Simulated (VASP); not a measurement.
# TiTe2 (R3m) in VASP: notebook

The runs below take TiTe2 through single point, with PBEsol, PBE.

Program: VASP 6.6.1. These are calculated values, not measurements. Logs are shortened: lines on timing, memory, paths and dates and some standing lists are left out, and cuts for length are marked.

## (1) The cell of the first run

Symmetry: R3m, No. 160, trigonal system. The conventional cell has a = 3.760 Å, b = 3.760 Å, c = 20.445 Å, α = 90.00°, β = 90.00°, γ = 120.00°. Within 3.8 Å of Ti (site symmetry 3m) lie 6 Te at 2.78 to 2.80 Å and 6 Ti at 3.76 Å. Within 3.8 Å of Te (site symmetry 3m) lie 3 Ti at 2.80 Å and 7 Te at 3.50 to 3.76 Å. Within 3.8 Å of Te (site symmetry 3m) lie 3 Ti at 2.78 Å and 7 Te at 3.50 to 3.76 Å.

## (2) Single point, PBEsol

File INCAR:

```
SYSTEM = TiTe2
  PREC = Accurate
  ENCUT = 500
  EDIFF = 1E-6
  ISMEAR = -1
  SIGMA = 0.02
  LREAL = .FALSE.
  LASPH = .TRUE.
  NELM = 120
  ALGO = Normal
  ISIF = 2
  LWAVE = .FALSE.
  LCHARG = .FALSE.
  GGA = PS
  NBANDS = 19
  GGA_COMPAT = .FALSE.
```

File KPOINTS:

```
Automatic mesh
0
G
  6 6 6
  0 0 0
```

File POSCAR:

```
TiTe2
1.0
    1.8800618742      1.0854542292      6.8151508202
   -1.8800618742      1.0854542292      6.8151508202
    0.0000000000     -2.1709084583      6.8151508202
Ti Te
1 2
Direct
   -0.0003050365     -0.0003050365     -0.0003050365
    0.4191340035      0.4191340035      0.4191340035
    0.2478376996      0.2478376996      0.2478376996
```

Potentials or basis: VASP PAW PBE potentials, release 64 (Ti_sv, Te).

Launch:

```sh
> cat potpaw_PBE.64/Ti_sv/POTCAR potpaw_PBE.64/Te/POTCAR > POTCAR
> mpirun -np 1 vasp_std > vasp.out
```

OUTCAR:

```text
SYSTEM = TiTe2
   PREC = Accurate
   ENCUT = 500
   EDIFF = 1E-6
   ISMEAR = -1
   LREAL = .FALSE.
   LASPH = .TRUE.
   NELM = 120
   ISIF = 2
   GGA = PS

 ion  position               nearest neighbor table
   1  1.000  1.000  1.000-   3 2.78   3 2.78   3 2.78   2 2.80   2 2.80   2 2.80
   2  0.419  0.419  0.419-   1 2.80   1 2.80   1 2.80   3 3.50
   3  0.248  0.248  0.248-   1 2.78   1 2.78   1 2.78   2 3.50

  LATTYP: Found a trigonal (rhomboedric) cell.
 ALAT       =     7.1525606769
 COS(alpha) =     0.8618180939

  Lattice vectors:

 A1 = (   1.8800618742,   1.0854542292,   6.8151508202)
 A2 = (  -1.8800618742,   1.0854542292,   6.8151508202)
 A3 = (   0.0000000000,  -2.1709084583,   6.8151508202)

Analysis of symmetry for initial positions (statically):
=====================================================================
 Subroutine PRICEL returns:
 Original cell was already a primitive cell.

 Routine SETGRP: Setting up the symmetry group for a
 trigonal (rhombohedral) supercell.

 Subroutine GETGRP returns: Found  6 space group operations
 (whereof  6 operations were pure point group operations)
 out of a pool of 12 trial point group operations.

The static configuration has the point symmetry C_3v.

Analysis of symmetry for dynamics (positions and initial velocities):
=====================================================================
 Subroutine PRICEL returns:
 Original cell was already a primitive cell.

 Routine SETGRP: Setting up the symmetry group for a
 trigonal (rhombohedral) supercell.

 Subroutine GETGRP returns: Found  6 space group operations
 (whereof  6 operations were pure point group operations)
 out of a pool of 12 trial point group operations.

The dynamic configuration has the point symmetry C_3v.

 Subroutine INISYM returns: Found  6 space group operations
 (whereof  6 operations are pure point group operations),
 and found     1 'primitive' translations

----------------------------------------------------------------------------------------

                                     Primitive cell

  volume of cell :      83.4469

  direct lattice vectors                    reciprocal lattice vectors
     1.880061874  1.085454229  6.815150820     0.265948694  0.153545550  0.048910632
    -1.880061874  1.085454229  6.815150820    -0.265948694  0.153545550  0.048910632
     0.000000000 -2.170908458  6.815150820     0.000000000 -0.307091100  0.048910632

  length of vectors
     7.152560677  7.152560677  7.152560677     0.310961724  0.310961724  0.310961724

  position of ions in fractional coordinates (direct lattice)
     0.999694963  0.999694963  0.999694963
     0.419134003  0.419134003  0.419134003
     0.247837700  0.247837700  0.247837700

  ion indices of the primitive-cell ions
   primitive index   ion index
                 1           1
                 2           2
                 3           3

----------------------------------------------------------------------------------------

 KPOINTS: Automatic mesh

Automatic generation of k-mesh.
 Grid dimensions read from file:
 generate k-points for:    6    6    6

 Generating k-lattice:

  Cartesian coordinates                     Fractional coordinates (reciprocal lattice)
     0.044324782  0.025590925  0.008151772     0.166666667  0.000000000 -0.000000000
    -0.044324782  0.025590925  0.008151772     0.000000000  0.166666667 -0.000000000
     0.000000000 -0.051181850  0.008151772     0.000000000  0.000000000  0.166666667

  Length of vectors
     0.051826954  0.051826954  0.051826954

  Shift w.r.t. Gamma in fractional coordinates (k-lattice)
     0.000000000  0.000000000  0.000000000

 Subroutine IBZKPT returns following result:
 ===========================================

 Found     32 irreducible k-points:

 Following reciprocal coordinates:
            Coordinates               Weight
  0.000000  0.000000  0.000000      1.000000
  0.166667 -0.000000 -0.000000      6.000000
  0.333333 -0.000000  0.000000      6.000000
  0.500000 -0.000000 -0.000000      3.000000
  0.166667  0.166667 -0.000000      6.000000
  0.333333  0.166667 -0.000000     12.000000
[... 16 lines left out ...]
  0.500000  0.500000  0.166667      6.000000
 -0.333333  0.500000  0.166667     12.000000
 [... further k-points ...]
   k-points           NKPTS =     32   k-points in BZ     NKDIM =     32   number of bands    NBANDS=     19
   number of dos      NEDOS =    301   number of ions     NIONS =      3
   total plane-waves  NPLWV = 157464
   dimension x,y,z NGX =    54 NGY =   54 NGZ =   54
   dimension x,y,z NGXF=   108 NGYF=  108 NGZF=  108
   ions per type =               1   2
   NGX,Y,Z   is equivalent  to a cutoff of  12.55, 12.55, 12.55 a.u.
   NGXF,Y,Z  is equivalent  to a cutoff of  25.10, 25.10, 25.10 a.u.
 SYSTEM =  TiTe2
   PREC   = accura    normal or accurate (medium, high low for compatibility)
   ISTART =      0    job   : 0-new  1-cont  2-samecut
   ICHARG =      2    charge: 1-file 2-atom 10-const
   ISPIN  =      1    spin polarized calculation?
   LNONCOLLINEAR =      F non collinear calculations
   LSORBIT =      F    spin-orbit coupling
   LASPH  =      T    aspherical Exc in radial PAW
   ENCUT  =  500.0 eV  36.75 Ry    6.06 a.u.  13.04 13.04 13.04*2*pi/ulx,y,z
   NELM   =    120;   NELMIN=  2; NELMDL= -5     # of ELM steps
   EDIFF  = 0.1E-05   stopping-criterion for ELM
   LREAL  =      F    real-space projection
   EDIFFG = 0.1E-04   stopping-criterion for IOM
   NSW    =      0    number of steps for IOM
   IBRION =     -1    ionic relax: 0-MD 1-quasi-New 2-CG
   NFREE  =      0    steps in history (QN), initial steepest desc. (CG)
   ISIF   =      2    stress and relaxation
   ISYM   =      2    0-nonsym 1-usesym 2-fastsym
   POTIM  = 0.5000    time-step for ionic-motion
   TEBEG  =    0.0;   TEEND  =   0.0 temperature during run
   PSTRESS=    0.0 pullay stress
   NELECT =      24.0000    total number of electrons
   NUPDOWN=      -1.0000    fix difference up-down
   EMIN   =  10.00;   EMAX   =-10.00  energy-range for DOS
   EFERMI =   0.00;   METHOD = LEGACY
   ISMEAR =    -1;   SIGMA  =   0.02  broadening in eV -4-tet -1-fermi 0-gaus
   EFERMI_NEDOS =   21; number of points for ismear=-14 and -15
   IALGO  =     38    algorithm
   IMIX   =      4    mixing-type and parameters
     AMIX     =   0.40;   BMIX     =  1.00
     AMIX_MAG =   1.60;   BMIX_MAG =  1.00
  volume/ion in A,a.u.               =      27.82       187.71
  Fermi-wavevector in a.u.,A,eV,Ry     =   1.080625  2.042086 15.888217  1.167751
  Thomas-Fermi vector in A             =   2.216621
   LORBIT       =      0    0 simple, 1 ext, 2 COOP (PROOUT), +10 PAW based schemes
   GGA     = PS    functional components
   LHFCALC =     F    Hartree Fock is set to
   AEXX    =    0.0000 exact exchange contribution
   IVDW    =     0    specifies the selected vdW correction
   LEPSILON=     F    determine dielectric tensor
   LRPA    =     F    only Hartree local field effects (RPA)
 non-spin polarized calculation
  energy-cutoff  :      500.00
  volume of cell :       83.45
 maximum number of plane-waves:      2144
 NGX is ok and might be reduce to    54
   NGX = 27   NGY = 27   NGZ = 27

 number of electron      24.0000000 magnetization

 Free energy of the ion-electron system (eV)
  ---------------------------------------------------
  ext. energy  EPLUGINS =         0.00000000
  ---------------------------------------------------
  free energy    TOTEN  =       -17.15325890 eV

  energy without entropy =      -17.14907439  energy(sigma->0) =      -17.15116664

 E-fermi :   6.0586     XC(G=0):  -9.7817

 val. band max:        6.0542474703   @ k =   0.1667   0.1667  -0.0000
 cond. band min:       6.0623338168   @ k =  -0.3333  -0.3333   0.1667
 fundamental gap:      0.0080863465
 Fermi energy:         6.0586066552

 k-point     1 :       0.0000    0.0000    0.0000
  band No.  band energies     occupation
      1     -50.9075      2.00000
      2     -27.3026      2.00000
      3     -27.3026      2.00000
      4     -27.1626      2.00000
      5      -6.0707      2.00000
      6      -4.6912      2.00000
[... 11 lines left out ...]
     18      10.9592      0.00000
     19      12.7752      0.00000

 k-point     2 :       0.1667   -0.0000   -0.0000
  band No.  band energies     occupation
      1     -50.9067      2.00000
      2     -27.3137      2.00000
      3     -27.3052      2.00000
      4     -27.1601      2.00000
      5      -5.7811      2.00000
      6      -4.5057      2.00000
[... 11 lines left out ...]
     18      11.9849      0.00000
     19      13.0516      0.00000

 k-point     3 :       0.3333   -0.0000    0.0000
  band No.  band energies     occupation
      1     -50.9051      2.00000
      2     -27.3357      2.00000
      3     -27.3103      2.00000
      4     -27.1551      2.00000
      5      -5.0664      2.00000
      6      -4.0682      2.00000
[... 11 lines left out ...]
     18      10.9807      0.00000
     19      11.9472      0.00000

 k-point     4 :       0.5000   -0.0000   -0.0000
  band No.  band energies     occupation
      1     -50.9043      2.00000
      2     -27.3466      2.00000
      3     -27.3128      2.00000
      4     -27.1526      2.00000
      5      -4.5866      2.00000
      6      -3.8078      2.00000
[... 407 lines left out ...]
     18      10.8917      0.00000
     19      12.4125      0.00000

 k-point    23 :       0.5000    0.5000    0.1667
  band No.  band energies     occupation
      1     -50.9051      2.00000
      2     -27.3357      2.00000
      3     -27.3103      2.00000
      4     -27.1551      2.00000
      5      -4.8669      2.00000
      6      -4.3602      2.00000
[... 11 lines left out ...]
     18      11.1081      0.00000
     19      12.0749      0.00000

 k-point    24 :      -0.3333    0.5000    0.1667
  band No.  band energies     occupation
      1     -50.9043      2.00000
      2     -27.3412      2.00000
      3     -27.3183      2.00000
      4     -27.1526      2.00000
      5      -4.4662      2.00000
      6      -4.0149      2.00000
[... 11 lines left out ...]
     18      10.7844      0.00000
     19      11.9785      0.00000

 [... further k-points ...]

------------------------ aborting loop because EDIFF is reached ----------------------------------------

  FORCE on cell =-STRESS in cart. coord.  units (eV):
  Direction    XX          YY          ZZ          XY          YZ          ZX
  --------------------------------------------------------------------------------------
  -------------------------------------------------------------------------------------
  Total       -1.0532049     -1.0532049     -0.9110843     -0.0000000     -0.0000000      0.0000000
  in kB      -20.2214872    -20.2214872    -17.4927771     -0.0000000     -0.0000000      0.0000000
  external PRESSURE =     -19.3119172 kB  Pullay stress =       0.0000000 kB

 VOLUME and BASIS-vectors are now :
 -----------------------------------------------------------------------------
  energy-cutoff  :      500.00
  volume of cell :       83.45
      direct lattice vectors                 reciprocal lattice vectors
     1.880061874  1.085454229  6.815150820     0.265948694  0.153545550  0.048910632
    -1.880061874  1.085454229  6.815150820    -0.265948694  0.153545550  0.048910632
     0.000000000 -2.170908458  6.815150820     0.000000000 -0.307091100  0.048910632

 POSITION                                       TOTAL-FORCE (eV/Angst)
 -----------------------------------------------------------------------------------
      0.00000      0.00000     20.43922         0.000000     -0.000000     -0.016385
      0.00000      0.00000      8.56938         0.000000     -0.000000     -0.020996
      0.00000      0.00000      5.06715         0.000000      0.000000      0.037380
 -----------------------------------------------------------------------------------
    total drift:                               -0.000000      0.000000      0.000465

  FREE ENERGIE OF THE ION-ELECTRON SYSTEM (eV)
  ---------------------------------------------------
  free  energy   TOTEN  =       -17.1532589011 eV

  energy  without entropy=      -17.1490743889  energy(sigma->0) =      -17.15116664
```

Wall time 2.3 min (1 thread of AMD EPYC 9R45 (Zen 5), shared host); peak memory 0.36 GiB.

Results:

```yaml
Free_energy: -17.1533 eV
Pressure: -1.9 GPa
Largest_force: 0.037 eV/Å
Band_gap_on_the_k_mesh: zero (bands 12 and 13 overlap by 0.54 eV)
```

Forces on the atoms (eV/Å):
```
Ti   0.000  0.000 -0.016
Te   0.000  0.000 -0.021
Te   0.000  0.000  0.037
```

Caveat: the PAW data sets were made with another functional, which shifts forces and pressure a little; spin-orbit coupling is left out, which moves the levels of the heavy elements.

[end of part 1 of 2]
